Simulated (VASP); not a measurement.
# Y (Pm-3m) in VASP: notebook

The runs below take Y through single point, with PBEsol.

Program: VASP 6.6.1. These are calculated values, not measurements. Logs are shortened: lines on timing, memory, paths and dates and some standing lists are left out, and cuts for length are marked.

## Step 1: The cell of the first run

Symmetry: Pm-3m, No. 221, cubic system. The conventional cell has a = 3.188 Å, b = 3.188 Å, c = 3.188 Å, α = 90.00°, β = 90.00°, γ = 90.00°. Y (site symmetry m-3m) has 6 Y at 3.19 Å within 4.2 Å.

This isn't the form of Y at room conditions, which is hcp.

## Step 2: Single point, PBEsol

Input file INCAR:

```
  PREC = Accurate
  ENCUT = 500
  EDIFF = 1E-6
  ISMEAR = -1
  SIGMA = 0.1
  LREAL = F
  LASPH = T
  NELM = 120
  ALGO = Normal
  ISIF = 2
  LWAVE = F
  LCHARG = T
  GGA = PS
  LELF = T
  LVHAR = T
  NBANDS = 12
  GGA_COMPAT = F
```

Input file KPOINTS:

```
Automatic mesh
0
Gamma
  7 7 7
```

Input file POSCAR:

```
Y
1.0
    3.1883563469      0.0000000000      0.0000000000
    0.0000000000      3.1883563469      0.0000000000
    0.0000000000      0.0000000000      3.1883563469
Y
1
Direct
    0.0000000000      0.0000000000      0.0000000000
```

Potentials or basis: VASP PAW PBE potentials, release 64 (Y_sv).

Command:

```console
$ cat potpaw_PBE.64/Y_sv/POTCAR > POTCAR
$ mpirun -np 1 vasp_std > vasp.out
```

OUTCAR:

```text
PREC = Accurate
   ENCUT = 500
   EDIFF = 1E-6
   ISMEAR = -1
   LREAL = F
   LASPH = T
   NELM = 120
   ISIF = 2
   GGA = PS

 ion  position               nearest neighbor table
   1  0.000  0.000  0.000-

  LATTYP: Found a simple cubic cell.
 ALAT       =     3.1883563469

  Lattice vectors:

 A1 = (   3.1883563469,   0.0000000000,   0.0000000000)
 A2 = (   0.0000000000,   3.1883563469,   0.0000000000)
 A3 = (   0.0000000000,   0.0000000000,   3.1883563469)

Analysis of symmetry for initial positions (statically):
=====================================================================
 Subroutine PRICEL returns:
 Original cell was already a primitive cell.

 Routine SETGRP: Setting up the symmetry group for a
 simple cubic supercell.

 Subroutine GETGRP returns: Found 48 space group operations
 (whereof 48 operations were pure point group operations)
 out of a pool of 48 trial point group operations.

The static configuration has the point symmetry O_h .

Analysis of symmetry for dynamics (positions and initial velocities):
=====================================================================
 Subroutine PRICEL returns:
 Original cell was already a primitive cell.

 Routine SETGRP: Setting up the symmetry group for a
 simple cubic supercell.

 Subroutine GETGRP returns: Found 48 space group operations
 (whereof 48 operations were pure point group operations)
 out of a pool of 48 trial point group operations.

The dynamic configuration has the point symmetry O_h .

 Subroutine INISYM returns: Found 48 space group operations
 (whereof 48 operations are pure point group operations),
 and found     1 'primitive' translations

----------------------------------------------------------------------------------------

                                     Primitive cell

  volume of cell :      32.4116

  direct lattice vectors                    reciprocal lattice vectors
     3.188356347  0.000000000  0.000000000     0.313641228  0.000000000  0.000000000
     0.000000000  3.188356347  0.000000000     0.000000000  0.313641228  0.000000000
     0.000000000  0.000000000  3.188356347     0.000000000  0.000000000  0.313641228

  length of vectors
     3.188356347  3.188356347  3.188356347     0.313641228  0.313641228  0.313641228

  position of ions in fractional coordinates (direct lattice)
     0.000000000  0.000000000  0.000000000

  ion indices of the primitive-cell ions
   primitive index   ion index
                 1           1

----------------------------------------------------------------------------------------

 KPOINTS: Automatic mesh

Automatic generation of k-mesh.
 Grid dimensions read from file:
 generate k-points for:    7    7    7

 Generating k-lattice:

  Cartesian coordinates                     Fractional coordinates (reciprocal lattice)
     0.044805890  0.000000000  0.000000000     0.142857143  0.000000000  0.000000000
     0.000000000  0.044805890  0.000000000     0.000000000  0.142857143  0.000000000
     0.000000000  0.000000000  0.044805890     0.000000000  0.000000000  0.142857143

  Length of vectors
     0.044805890  0.044805890  0.044805890

  Shift w.r.t. Gamma in fractional coordinates (k-lattice)
     0.000000000  0.000000000  0.000000000

 Subroutine IBZKPT returns following result:
 ===========================================

 Found     20 irreducible k-points:

 Following reciprocal coordinates:
            Coordinates               Weight
  0.000000  0.000000  0.000000      1.000000
  0.142857  0.000000  0.000000      6.000000
  0.285714  0.000000  0.000000      6.000000
  0.428571  0.000000  0.000000      6.000000
  0.142857  0.142857  0.000000     12.000000
  0.285714  0.142857  0.000000     24.000000
[... 12 lines left out ...]
  0.428571  0.428571  0.285714     24.000000
  0.428571  0.428571  0.428571      8.000000
   k-points           NKPTS =     20   k-points in BZ     NKDIM =     20   number of bands    NBANDS=     12
   number of dos      NEDOS =    301   number of ions     NIONS =      1
   total plane-waves  NPLWV =  13824
   dimension x,y,z NGX =    24 NGY =   24 NGZ =   24
   dimension x,y,z NGXF=    48 NGYF=   48 NGZF=   48
   ions per type =               1
   NGX,Y,Z   is equivalent  to a cutoff of  12.51, 12.51, 12.51 a.u.
   NGXF,Y,Z  is equivalent  to a cutoff of  25.03, 25.03, 25.03 a.u.
 SYSTEM =  unknown system
   PREC   = accura    normal or accurate (medium, high low for compatibility)
   ISTART =      0    job   : 0-new  1-cont  2-samecut
   ICHARG =      2    charge: 1-file 2-atom 10-const
   ISPIN  =      1    spin polarized calculation?
   LNONCOLLINEAR =      F non collinear calculations
   LSORBIT =      F    spin-orbit coupling
   LASPH  =      T    aspherical Exc in radial PAW
   ENCUT  =  500.0 eV  36.75 Ry    6.06 a.u.   5.81  5.81  5.81*2*pi/ulx,y,z
   NELM   =    120;   NELMIN=  2; NELMDL= -5     # of ELM steps
   EDIFF  = 0.1E-05   stopping-criterion for ELM
   LREAL  =      F    real-space projection
   EDIFFG = 0.1E-04   stopping-criterion for IOM
   NSW    =      0    number of steps for IOM
   IBRION =     -1    ionic relax: 0-MD 1-quasi-New 2-CG
   NFREE  =      0    steps in history (QN), initial steepest desc. (CG)
   ISIF   =      2    stress and relaxation
   ISYM   =      2    0-nonsym 1-usesym 2-fastsym
   POTIM  = 0.5000    time-step for ionic-motion
   TEBEG  =    0.0;   TEEND  =   0.0 temperature during run
   PSTRESS=    0.0 pullay stress
   NELECT =      11.0000    total number of electrons
   NUPDOWN=      -1.0000    fix difference up-down
   EMIN   =  10.00;   EMAX   =-10.00  energy-range for DOS
   EFERMI =   0.00;   METHOD = LEGACY
   ISMEAR =    -1;   SIGMA  =   0.10  broadening in eV -4-tet -1-fermi 0-gaus
   EFERMI_NEDOS =   21; number of points for ismear=-14 and -15
   IALGO  =     38    algorithm
   IMIX   =      4    mixing-type and parameters
     AMIX     =   0.40;   BMIX     =  1.00
     AMIX_MAG =   1.60;   BMIX_MAG =  1.00
  volume/ion in A,a.u.               =      32.41       218.72
  Fermi-wavevector in a.u.,A,eV,Ry     =   1.141928  2.157932 17.742003  1.304000
  Thomas-Fermi vector in A             =   2.278627
   LORBIT       =      0    0 simple, 1 ext, 2 COOP (PROOUT), +10 PAW based schemes
   GGA     = PS    functional components
   LHFCALC =     F    Hartree Fock is set to
   AEXX    =    0.0000 exact exchange contribution
   IVDW    =     0    specifies the selected vdW correction
   LEPSILON=     F    determine dielectric tensor
   LRPA    =     F    only Hartree local field effects (RPA)
 non-spin polarized calculation
  energy-cutoff  :      500.00
  volume of cell :       32.41
 maximum number of plane-waves:       830
 NGX is ok and might be reduce to    24
   NGX = 11   NGY = 11   NGZ = 11

 number of electron      11.0000003 magnetization

 Free energy of the ion-electron system (eV)
  ---------------------------------------------------
  ext. energy  EPLUGINS =         0.00000000
  ---------------------------------------------------
  free energy    TOTEN  =        -6.05244099 eV

  energy without entropy =       -5.97411662  energy(sigma->0) =       -6.01327881

 E-fermi :   2.9624     XC(G=0):  -9.5332

 val. band max:        2.9511993343   @ k =   0.4286   0.0000   0.0000
 cond. band min:       2.9660320418   @ k =   0.4286   0.4286   0.0000
 fundamental gap:      0.0148327075
 Fermi energy:         2.9624484546

 k-point     1 :       0.0000    0.0000    0.0000
  band No.  band energies     occupation
      1     -39.8340      2.00000
      2     -19.4256      2.00000
      3     -19.4256      2.00000
      4     -19.4256      2.00000
      5      -1.6417      2.00000
      6       2.2338      1.99863
      7       2.2338      1.99863
      8       8.5542      0.00000
      9       8.5542      0.00000
     10       8.5542      0.00000
     11      13.5540      0.00000
     12      13.5540      0.00000

 k-point     2 :       0.1429    0.0000    0.0000
  band No.  band energies     occupation
      1     -39.8174      2.00000
      2     -19.6005      2.00000
      3     -19.4107      2.00000
      4     -19.4107      2.00000
      5      -1.2276      2.00000
      6       2.3602      1.99516
      7       2.6094      1.94310
      8       7.8095      0.00000
      9       7.8095      0.00000
     10       8.6060      0.00000
     11      11.9985      0.00000
     12      14.4942      0.00000

 k-point     3 :       0.2857    0.0000    0.0000
  band No.  band energies     occupation
      1     -39.7797      2.00000
      2     -19.9749      2.00000
      3     -19.3771      2.00000
      4     -19.3771      2.00000
      5      -0.2076      2.00000
      6       2.6701      1.89803
      7       3.3127      0.05848
      8       6.6415      0.00000
      9       6.6415      0.00000
     10       8.7262      0.00000
     11      10.4540      0.00000
     12      14.6645      0.00000
[... 226 lines left out ...]
 k-point    19 :       0.4286    0.4286    0.2857
  band No.  band energies     occupation
      1     -39.6165      2.00000
      2     -20.0728      2.00000
      3     -20.0682      2.00000
      4     -19.7729      2.00000
      5       1.7439      1.99999
      6       3.1481      0.27029
      7       3.2689      0.08915
      8       6.0945      0.00000
      9       8.6492      0.00000
     10       9.2960      0.00000
     11      10.7155      0.00000
     12      12.0141      0.00000

 k-point    20 :       0.4286    0.4286    0.4286
  band No.  band energies     occupation
      1     -39.5879      2.00000
      2     -20.0356      2.00000
      3     -20.0293      2.00000
      4     -20.0293      2.00000
      5       2.1628      1.99933
      6       2.4757      1.98473
      7       2.4757      1.98473
      8       8.9216      0.00000
      9       8.9216      0.00000
     10       9.2344      0.00000
     11      10.1755      0.00000
     12      12.8566      0.00000

------------------------ aborting loop because EDIFF is reached ----------------------------------------

  FORCE on cell =-STRESS in cart. coord.  units (eV):
  Direction    XX          YY          ZZ          XY          YZ          ZX
  --------------------------------------------------------------------------------------
  -------------------------------------------------------------------------------------
  Total        0.0815045      0.0815045      0.0815045     -0.0000000      0.0000000      0.0000000
  in kB        4.0289497      4.0289497      4.0289497     -0.0000000      0.0000000      0.0000000
  external PRESSURE =       4.0289497 kB  Pullay stress =       0.0000000 kB

 VOLUME and BASIS-vectors are now :
 -----------------------------------------------------------------------------
  energy-cutoff  :      500.00
  volume of cell :       32.41
      direct lattice vectors                 reciprocal lattice vectors
     3.188356347  0.000000000  0.000000000     0.313641228  0.000000000  0.000000000
     0.000000000  3.188356347  0.000000000     0.000000000  0.313641228  0.000000000
     0.000000000  0.000000000  3.188356347     0.000000000  0.000000000  0.313641228

 POSITION                                       TOTAL-FORCE (eV/Angst)
 -----------------------------------------------------------------------------------
      0.00000      0.00000      0.00000         0.000000      0.000000      0.000000
 -----------------------------------------------------------------------------------
    total drift:                                0.000000      0.000000      0.000000

  FREE ENERGIE OF THE ION-ELECTRON SYSTEM (eV)
  ---------------------------------------------------
  free  energy   TOTEN  =        -6.0524409906 eV

  energy  without entropy=       -5.9741166198  energy(sigma->0) =       -6.01327881
```

It took 4.7 s on 1 thread of Intel Xeon 6975P-C (Granite Rapids), shared host; peak memory 0.15 GiB.

Results:

```yaml
Free_energy: -6.0524 eV
Pressure: 0.4 GPa
Band_gap_on_the_k_mesh: zero (an odd number of electrons rules out a gap without spin polarisation)
```

Levels at points of the mesh, in eV from the Fermi level:
```
           k point  band 2  band 3  band 4  band 5  band 6  band 7  band 8  band 9  band 10  band 11
(0.00, 0.00, 0.00)  -22.39  -22.39  -22.39   -4.60   -0.73   -0.73    5.59    5.59     5.59    10.59
```

Caveat: the PAW data sets were made with another functional, which shifts forces and pressure a little.

(Part 1 of 2 ends here.)
